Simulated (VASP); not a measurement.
Write the native input for VASP 6.6.1 that does the following.

```
Task                   : single point
Functional             : LDA
Potentials or basis    : VASP PAW LDA potentials, release 64 (In_d, As)
Cutoff                 : 500 eV
k mesh                 : 14 × 14 × 14
Occupations            : gaussian, width 0.15 eV
Spin                   : no spin polarisation
Dipole correction      : no
Further INCAR settings : ALGO = Normal; EDIFF = 1e-06; NBANDS = 16
```

The structure of InAs lies in POSCAR:

```
InAs
1.0
    0.0000000000      2.7778406430      2.7778406430
    2.7778406430      0.0000000000      2.7778406430
    2.7778406430      2.7778406430      0.0000000000
In As
1 1
Direct
    0.4776364237      0.5223635763      0.5223635763
    0.0342723764     -0.0342723764     -0.0342723764
```

One way to write it, as run:

INCAR

```
SYSTEM = InAs
ALGO     = Normal         ! electronic algorithm
EDIFF    = 1E-6           ! SCF threshold, eV
ENCUT    = 500            ! plane-wave cutoff, eV
GGA      = CA             ! functional
GGA_COMPAT= .FALSE.      
ISIF     = 2              ! what is computed and relaxed
ISMEAR   = 0              ! smearing method
LASPH    = .TRUE.         ! aspherical terms in the spheres
LCHARG   = .TRUE.         ! write CHGCAR
LELF     = .TRUE.         ! ELF
LREAL    = .FALSE.        ! projectors in reciprocal space
LVHAR    = .TRUE.       
LWAVE    = .FALSE.        ! write WAVECAR
NBANDS   = 16             ! bands
NELM     = 120            ! most SCF steps
PREC     = Accurate       ! precision mode
SIGMA    = 0.15           ! smearing width, eV
```

KPOINTS

```
k-points
0
G
  14 14 14
  0 0 0
```

Potentials or basis: VASP PAW LDA potentials, release 64 (In_d, As).

Launch:

```console
$ cat potpaw_LDA.64/In_d/POTCAR potpaw_LDA.64/As/POTCAR > POTCAR
$ mpirun -np 1 vasp_std > vasp.out
```

It gave:

The pressure is 5.6 GPa, the largest force is 1.571 eV/Å and the band gap on the k mesh is zero (band 9 reaches 7.43 eV, above the bottom of band 10 at 4.49 eV).

Caveat: spin-orbit coupling is left out, which moves the levels of the heavy elements; forces of over 1 eV/Å act on the atoms, so gaps and moduli don't describe the material at rest.

Run time: 2.4 min on 1 thread of Intel Xeon 6975P-C, on a shared host, peak memory 0.28 GiB.
